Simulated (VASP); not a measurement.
# NiO2 (R-3m) in VASP: single point with r2SCAN

Aim: the single point of NiO2 with r2SCAN.

Program: VASP 6.6.1. These are calculated values, not measurements. Logs are shortened: lines on timing, memory, paths and dates and some standing lists are left out, and cuts for length are marked.

**1. The cell of the first run**

It takes space group R-3m (No. 166, trigonal). Conventional cell: a = 2.821 Å, b = 2.821 Å, c = 15.960 Å, α = 90.00°, β = 90.00°, γ = 120.00°. Within 2.5 Å of Ni (site symmetry -3m) lie 6 O at 1.88 Å. Within 2.5 Å of O (site symmetry 3m) lie 3 Ni at 1.88 Å and 3 O at 2.49 Å.

**2. Single point, r2SCAN**

POSCAR

```
NiO2
1.0
    1.4106719793      0.8144518470      5.3198488177
   -1.4106719793      0.8144518470      5.3198488177
    0.0000000000     -1.6289036939      5.3198488177
Ni O
1 2
Direct
    0.0000000000      0.0000000000      0.0000000000
    0.7256797875      0.7256797875      0.7256797875
    0.2743202125      0.2743202125      0.2743202125
```

INCAR.step1

```
SYSTEM = NiO2
PREC     = Accurate       ! precision mode
ENCUT    = 770            ! plane-wave cutoff, eV
ISMEAR   = 0              ! smearing method
SIGMA    = 0.02           ! smearing width, eV
LREAL    = .FALSE.        ! projectors in reciprocal space
LASPH    = .TRUE.         ! aspherical terms in the spheres
NELM     = 120            ! most SCF steps
NBANDS   = 22             ! bands
GGA      = PE             ! functional
ALGO     = Normal         ! electronic algorithm
EDIFF    = 1E-5           ! SCF threshold, eV
LWAVE    = .TRUE.         ! write WAVECAR
LCHARG   = .FALSE.        ! write CHGCAR
GGA_COMPAT= .FALSE.
```

INCAR.step2

```
SYSTEM = NiO2
PREC     = Accurate       ! precision mode
ENCUT    = 770            ! plane-wave cutoff, eV
EDIFF    = 1E-6           ! SCF threshold, eV
ISMEAR   = 0              ! smearing method
SIGMA    = 0.02           ! smearing width, eV
LREAL    = .FALSE.        ! projectors in reciprocal space
LASPH    = .TRUE.         ! aspherical terms in the spheres
NELM     = 120            ! most SCF steps
ALGO     = Normal         ! electronic algorithm
ISIF     = 2              ! what is computed and relaxed
LWAVE    = .FALSE.        ! write WAVECAR
LCHARG   = .TRUE.         ! write CHGCAR
METAGGA  = R2SCAN         ! meta-GGA
LMIXTAU  = .TRUE.       
LELF     = .TRUE.         ! ELF
LVHAR    = .TRUE.       
NBANDS   = 22             ! bands
ISTART   = 1            
GGA_COMPAT= .FALSE.
```

KPOINTS

```
regular mesh
0
G
  12 12 12
  0 0 0
```

Potentials or basis: VASP PAW PBE potentials, release 64 (Ni_sv_GW, O).

On the command line:

```
> cat potpaw_PBE.64/Ni_sv_GW/POTCAR potpaw_PBE.64/O/POTCAR > POTCAR
> cp INCAR.step1 INCAR
> mpirun -np 1 vasp_std > vasp.out
> cp INCAR.step2 INCAR
> mpirun -np 1 vasp_std > vasp.out
```

OUTCAR:

```text
SYSTEM = NiO2
   PREC = Accurate
   ENCUT = 770
   EDIFF = 1E-6
   ISMEAR = 0
   LREAL = .FALSE.
   LASPH = .TRUE.
   NELM = 120
   ISIF = 2
   METAGGA = R2SCAN
   ISTART = 1

 ion  position               nearest neighbor table
   1  0.000  0.000  0.000-   2 1.88   3 1.88   2 1.88   2 1.88   3 1.88   3 1.88
   2  0.726  0.726  0.726-   1 1.88   1 1.88   1 1.88
   3  0.274  0.274  0.274-   1 1.88   1 1.88   1 1.88

  LATTYP: Found a trigonal (rhomboedric) cell.
 ALAT       =     5.5636425737
 COS(alpha) =     0.8714228983

  Lattice vectors:

 A1 = (   1.4106719793,   0.8144518470,   5.3198488177)
 A2 = (  -1.4106719793,   0.8144518470,   5.3198488177)
 A3 = (   0.0000000000,  -1.6289036939,   5.3198488177)

Analysis of symmetry for initial positions (statically):
=====================================================================
 Subroutine PRICEL returns:
 Original cell was already a primitive cell.

 Routine SETGRP: Setting up the symmetry group for a
 trigonal (rhombohedral) supercell.

 Subroutine GETGRP returns: Found 12 space group operations
 (whereof 12 operations were pure point group operations)
 out of a pool of 12 trial point group operations.

The static configuration has the point symmetry D_3d.

Analysis of symmetry for dynamics (positions and initial velocities):
=====================================================================
 Subroutine PRICEL returns:
 Original cell was already a primitive cell.

 Routine SETGRP: Setting up the symmetry group for a
 trigonal (rhombohedral) supercell.

 Subroutine GETGRP returns: Found 12 space group operations
 (whereof 12 operations were pure point group operations)
 out of a pool of 12 trial point group operations.

The dynamic configuration has the point symmetry D_3d.

 Subroutine INISYM returns: Found 12 space group operations
 (whereof 12 operations are pure point group operations),
 and found     1 'primitive' translations

----------------------------------------------------------------------------------------

                                     Primitive cell

  volume of cell :      36.6726

  direct lattice vectors                    reciprocal lattice vectors
     1.410671979  0.814451847  5.319848818     0.354441009  0.204636612  0.062658422
    -1.410671979  0.814451847  5.319848818    -0.354441009  0.204636612  0.062658422
     0.000000000 -1.628903694  5.319848818     0.000000000 -0.409273224  0.062658422

  length of vectors
     5.563642574  5.563642574  5.563642574     0.414041846  0.414041846  0.414041846

  position of ions in fractional coordinates (direct lattice)
     0.000000000  0.000000000  0.000000000
     0.725679787  0.725679787  0.725679787
     0.274320213  0.274320213  0.274320213

  ion indices of the primitive-cell ions
   primitive index   ion index
                 1           1
                 2           2
                 3           3

----------------------------------------------------------------------------------------

 KPOINTS: regular mesh

Automatic generation of k-mesh.
 Grid dimensions read from file:
 generate k-points for:   12   12   12

 Generating k-lattice:

  Cartesian coordinates                     Fractional coordinates (reciprocal lattice)
     0.029536751  0.017053051  0.005221535     0.083333333 -0.000000000  0.000000000
    -0.029536751  0.017053051  0.005221535    -0.000000000  0.083333333  0.000000000
     0.000000000 -0.034106102  0.005221535     0.000000000  0.000000000  0.083333333

  Length of vectors
     0.034503487  0.034503487  0.034503487

  Shift w.r.t. Gamma in fractional coordinates (k-lattice)
     0.000000000  0.000000000  0.000000000

 Subroutine IBZKPT returns following result:
 ===========================================

 Found    189 irreducible k-points:

 Following reciprocal coordinates:
            Coordinates               Weight
  0.000000  0.000000  0.000000      1.000000
  0.083333  0.000000 -0.000000      6.000000
  0.166667  0.000000 -0.000000      6.000000
  0.250000  0.000000  0.000000      6.000000
  0.333333  0.000000 -0.000000      6.000000
  0.416667  0.000000 -0.000000      6.000000
[... 16 lines left out ...]
  0.500000  0.166667  0.000000     12.000000
 -0.416667  0.166667  0.000000     12.000000
 [... further k-points ...]
   k-points           NKPTS =    189   k-points in BZ     NKDIM =    189   number of bands    NBANDS=     22
   number of dos      NEDOS =    301   number of ions     NIONS =      3
   total plane-waves  NPLWV = 125000
   dimension x,y,z NGX =    50 NGY =   50 NGZ =   50
   dimension x,y,z NGXF=   100 NGYF=  100 NGZF=  100
   ions per type =               1   2
   NGX,Y,Z   is equivalent  to a cutoff of  14.94, 14.94, 14.94 a.u.
   NGXF,Y,Z  is equivalent  to a cutoff of  29.88, 29.88, 29.88 a.u.
 SYSTEM =  NiO2
   PREC   = accura    normal or accurate (medium, high low for compatibility)
   ISTART =      1    job   : 0-new  1-cont  2-samecut
   ICHARG =      0    charge: 1-file 2-atom 10-const
   ISPIN  =      1    spin polarized calculation?
   LNONCOLLINEAR =      F non collinear calculations
   LSORBIT =      F    spin-orbit coupling
   LASPH  =      T    aspherical Exc in radial PAW
   ENCUT  =  770.0 eV  56.59 Ry    7.52 a.u.  12.59 12.59 12.59*2*pi/ulx,y,z
   NELM   =    120;   NELMIN=  2; NELMDL=  0     # of ELM steps
   EDIFF  = 0.1E-05   stopping-criterion for ELM
   LREAL  =      F    real-space projection
   EDIFFG = 0.1E-04   stopping-criterion for IOM
   NSW    =      0    number of steps for IOM
   IBRION =     -1    ionic relax: 0-MD 1-quasi-New 2-CG
   NFREE  =      0    steps in history (QN), initial steepest desc. (CG)
   ISIF   =      2    stress and relaxation
   ISYM   =      2    0-nonsym 1-usesym 2-fastsym
   POTIM  = 0.5000    time-step for ionic-motion
   TEBEG  =    0.0;   TEEND  =   0.0 temperature during run
   PSTRESS=    0.0 pullay stress
   NELECT =      30.0000    total number of electrons
   NUPDOWN=      -1.0000    fix difference up-down
   EMIN   =  10.00;   EMAX   =-10.00  energy-range for DOS
   EFERMI =   0.00;   METHOD = LEGACY
   ISMEAR =     0;   SIGMA  =   0.02  broadening in eV -4-tet -1-fermi 0-gaus
   EFERMI_NEDOS =   21; number of points for ismear=-14 and -15
   IALGO  =     38    algorithm
   IMIX   =      4    mixing-type and parameters
     AMIX     =   0.40;   BMIX     =  1.00
     AMIX_MAG =   1.60;   BMIX_MAG =  1.00
  volume/ion in A,a.u.               =      12.22        82.49
  Fermi-wavevector in a.u.,A,eV,Ry     =   1.531092  2.893344 31.895353  2.344242
  Thomas-Fermi vector in A             =   2.638484
   LORBIT       =      0    0 simple, 1 ext, 2 COOP (PROOUT), +10 PAW based schemes
   METAGGA = R2SCAN    functional components
   LHFCALC =     F    Hartree Fock is set to
   AEXX    =    0.0000 exact exchange contribution
   IVDW    =     0    specifies the selected vdW correction
   LEPSILON=     F    determine dielectric tensor
   LRPA    =     F    only Hartree local field effects (RPA)
 non-spin polarized calculation
 Gauss-broadening in eV      SIGMA  =   0.02
  energy-cutoff  :      770.00
  volume of cell :       36.67
 maximum number of plane-waves:      1806
   NGX = 25   NGY = 25   NGZ = 25

 number of electron      30.0000008 magnetization

 Free energy of the ion-electron system (eV)
  ---------------------------------------------------
  ext. energy  EPLUGINS =         0.00000000
  ---------------------------------------------------
  free energy    TOTEN  =       -27.53025775 eV

  energy without entropy =      -27.53025775  energy(sigma->0) =      -27.53025775

 E-fermi :   0.2306     XC(G=0): -10.4589

 val. band max:       -0.0414839044   @ k =  -0.4167   0.5000   0.4167
 cond. band min:       1.5388673460   @ k =   0.5000   0.2500   0.2500
 fundamental gap:      1.5803512504
 Fermi energy:         0.2306234349

 k-point     1 :       0.0000    0.0000    0.0000
  band No.  band energies     occupation
      1    -107.6994      2.00000
      2     -66.6544      2.00000
      3     -66.6544      2.00000
      4     -66.3941      2.00000
      5     -20.1545      2.00000
      6     -17.8859      2.00000
[... 14 lines left out ...]
     21      20.7951      0.00000
     22      20.7986      0.00000

 k-point     2 :       0.0833    0.0000   -0.0000
  band No.  band energies     occupation
      1    -107.6992      2.00000
      2     -66.6574      2.00000
      3     -66.6551      2.00000
      4     -66.3937      2.00000
      5     -20.0675      2.00000
      6     -17.8908      2.00000
[... 14 lines left out ...]
     21      20.0316      0.00000
     22      20.9405      0.00000

 k-point     3 :       0.1667    0.0000   -0.0000
  band No.  band energies     occupation
      1    -107.6985      2.00000
      2     -66.6656      2.00000
      3     -66.6571      2.00000
      4     -66.3925      2.00000
      5     -19.8199      2.00000
      6     -17.9076      2.00000
[... 14 lines left out ...]
     21      18.6029      0.00000
     22      20.2032      0.00000

 k-point     4 :       0.2500    0.0000    0.0000
  band No.  band energies     occupation
      1    -107.6975      2.00000
      2     -66.6769      2.00000
      3     -66.6598      2.00000
      4     -66.3909      2.00000
      5     -19.4523      2.00000
      6     -17.9429      2.00000
[... 14 lines left out ...]
     21      17.4105      0.00000
     22      19.1827      0.00000

 k-point     5 :       0.3333    0.0000   -0.0000
  band No.  band energies     occupation
      1    -107.6966      2.00000
      2     -66.6881      2.00000
      3     -66.6625      2.00000
      4     -66.3892      2.00000
      5     -19.0309      2.00000
      6     -18.0078      2.00000
[... 417 lines left out ...]
 k-point    22 :       0.4167    0.1667   -0.0000
  band No.  band energies     occupation
      1    -107.6962      2.00000
      2     -66.6880      2.00000
      3     -66.6676      2.00000
      4     -66.3886      2.00000
      5     -18.8796      2.00000
      6     -18.0209      2.00000
[... 14 lines left out ...]
     21      16.7973      0.00000
     22      17.9140      0.00000

 k-point    23 :       0.5000    0.1667    0.0000
  band No.  band energies     occupation
      1    -107.6955      2.00000
      2     -66.6935      2.00000
      3     -66.6710      2.00000
      4     -66.3876      2.00000
      5     -18.5395      2.00000
      6     -18.1109      2.00000
[... 14 lines left out ...]
     21      16.5983      0.00000
     22      17.7462      0.00000

 k-point    24 :      -0.4167    0.1667    0.0000
  band No.  band energies     occupation
      1    -107.6953      2.00000
      2     -66.6955      2.00000
      3     -66.6722      2.00000
      4     -66.3872      2.00000
      5     -18.3364      2.00000
      6     -18.2186      2.00000
[... 14 lines left out ...]
     21      16.2766      0.00000
     22      17.8352      0.00000

 [... further k-points ...]
[... 5 lines left out ...]
  --------------------------------------------------------------------------------------
  -------------------------------------------------------------------------------------
  Total       -1.7445329     -1.7445329     -0.8926191      0.0000000     -0.0000000      0.0000000
  in kB      -76.2162802    -76.2162802    -38.9973218      0.0000000     -0.0000000      0.0000000
  external PRESSURE =     -63.8099607 kB  Pullay stress =       0.0000000 kB

 VOLUME and BASIS-vectors are now :
 -----------------------------------------------------------------------------
  energy-cutoff  :      770.00
  volume of cell :       36.67
      direct lattice vectors                 reciprocal lattice vectors
     1.410671979  0.814451847  5.319848818     0.354441009  0.204636612  0.062658422
    -1.410671979  0.814451847  5.319848818    -0.354441009  0.204636612  0.062658422
     0.000000000 -1.628903694  5.319848818     0.000000000 -0.409273224  0.062658422

 POSITION                                       TOTAL-FORCE (eV/Angst)
 -----------------------------------------------------------------------------------
      0.00000      0.00000      0.00000         0.000000     -0.000000      0.000000
      0.00000      0.00000     11.58152        -0.000000     -0.000000     -0.350433
      0.00000      0.00000      4.37803        -0.000000      0.000000      0.350433
 -----------------------------------------------------------------------------------
    total drift:                               -0.000000     -0.000000     -0.000000

  FREE ENERGIE OF THE ION-ELECTRON SYSTEM (eV)
  ---------------------------------------------------
  free  energy   TOTEN  =       -27.5302577538 eV

  energy  without entropy=      -27.5302577538  energy(sigma->0) =      -27.53025775
```

Run time: 31 min. Hardware: 1 thread of Intel Xeon 6975P-C (Granite Rapids), shared host; peak memory 0.61 GiB.

Results:

```
Free energy            : -27.5303 eV
Pressure               : -6.4 GPa
Largest force          : 0.350 eV/Å
Band gap on the k mesh : 1.58 eV (least direct gap 1.79 eV)
```

Forces in eV/Å, atoms in the order of the input:
```
Ni   0.000  0.000  0.000
O    0.000  0.000 -0.350
O    0.000  0.000  0.350
```

Levels at points of the mesh, in eV from the valence-band top:
| k point | band 13 | band 14 | band 15 | band 16 | band 17 | band 18 |
| --- | --- | --- | --- | --- | --- | --- |
| (0.00, 0.00, 0.00) | -0.74 | -0.74 | -0.25 | 2.77 | 2.77 | 8.20 |
| (0.50, 0.00, 0.00) | -1.60 | -1.49 | -0.98 | 2.02 | 2.67 | 13.81 |
| (0.50, 0.50, 0.00) | -1.61 | -1.43 | -1.01 | 2.11 | 2.68 | 12.88 |
| (0.50, 0.50, 0.50) | -0.75 | -0.75 | -0.11 | 2.78 | 2.78 | 9.93 |

Caveat: the cell stands under tension; the PAW data sets were made with another functional, which shifts forces and pressure a little; the run has no spin polarisation, though such a crystal can be magnetic. Spin polarisation is off, so any magnetic state and its effect on volume and gap are missing.
